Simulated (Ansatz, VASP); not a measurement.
**MgO: VASP beside Ansatz**

Contents of INCAR:

```
  ALGO = Normal
  EDIFF = 1E-7
  ENCUT = 520
  GGA = PE
  ISIF = 2
  ISMEAR = 0
  LASPH = True
  LCHARG = True
  LELF = True
  LREAL = False
  LVHAR = True
  LWAVE = False
  NBANDS = 26
  NELM = 100
  PREC = Accurate
  SIGMA = 0.05
```

Contents of KPOINTS:

```
k-points
0
Gamma
  9 9 2
```

POSCAR

```
MgO
1.0
    3.2803754002      0.0000000000      0.0000000000
   -1.6401877001      2.8408884305      0.0000000000
    0.0000000000      0.0000000000     10.5147056238
Mg O
4 4
Direct
    0.3333333333      0.6666666667      0.9694791811
    0.0000000000      0.0000000000      0.2208070585
    0.0000000000      0.0000000000      0.7208070585
    0.6666666667      0.3333333333      0.4694791811
    0.3333333333      0.6666666667      0.7800540723
   -0.2011964850      0.0000000000      0.5924271004
    0.0000000000      0.0000000000      0.0296578681
    0.6666666667      0.3333333333      0.2800540723
```

Input for Ansatz:

```yaml
crystal:
  lattice:
    - [3.2803754002, 0.0, 0.0]
    - [-1.6401877001, 2.8408884305, 0.0]
    - [0.0, 0.0, 10.5147056238]
  atoms:
    - { symbol: Mg, position: [0.3333333333, 0.6666666667, 0.9694791811] }
    - { symbol: Mg, position: [0.0, 0.0, 0.2208070585] }
    - { symbol: Mg, position: [0.0, 0.0, 0.7208070585] }
    - { symbol: Mg, position: [0.6666666667, 0.3333333333, 0.4694791811] }
    - { symbol: O, position: [0.3333333333, 0.6666666667, 0.7800540723] }
    - { symbol: O, position: [-0.201196485, 0.0, 0.5924271004] }
    - { symbol: O, position: [0.0, 0.0, 0.0296578681] }
    - { symbol: O, position: [0.6666666667, 0.3333333333, 0.2800540723] }
basis:
  ecutwfc: 420
kpoints:
  mp_grid: { grid: [9, 9, 2] }
hamiltonian:
  xc: pbe
  pseudopotentials: { kind: paw, azcp: { folder: soft_1 } }
scf:
  occupations: { method: gaussian, width: 0.05 }
output:
  forces: true
  stress: true
  eigenvalues: true
```

Alike in both runs: task single point; functional PBE; k mesh 9 × 9 × 2; occupations gaussian, width 0.05 eV; no spin polarisation.

|  | VASP | Ansatz |
| --- | --- | --- |
| version | VASP 6.6.1 | Ansatz 0.2.0 |
| potentials or method | VASP PAW PBE potentials, release 64 (Mg, O), cutoff 520 eV | scalar-relativistic, plane waves, PAW |
| valence electrons in the cell | 32 | 64 |

Ansatz gave:

- gap on the k mesh at the Fermi level (eV): 0.66
- least direct gap on the mesh (eV): 0.66
- pressure (GPa): 12.4
- traceless stress, the component that is largest in VASP (GPa): 15.24
- rms of the force components (eV/Å): 4.564

**Question.** Estimate VASP's values.

**Answer.** gap on the k mesh at the Fermi level (eV): 0.62; least direct gap on the mesh (eV): 0.62; pressure (GPa): 12.7; traceless stress, the component that is largest in VASP (GPa): 16.19; rms of the force components (eV/Å): 4.795.

Atom by atom the forces differ by 0.237 eV/Å (rms over components). With one functional, cell and mesh, what is left measures potentials, basis and numerics. VASP's potentials hold 32 valence electrons a cell and Ansatz's 64, so a difference there can come from the potentials and not from the codes.
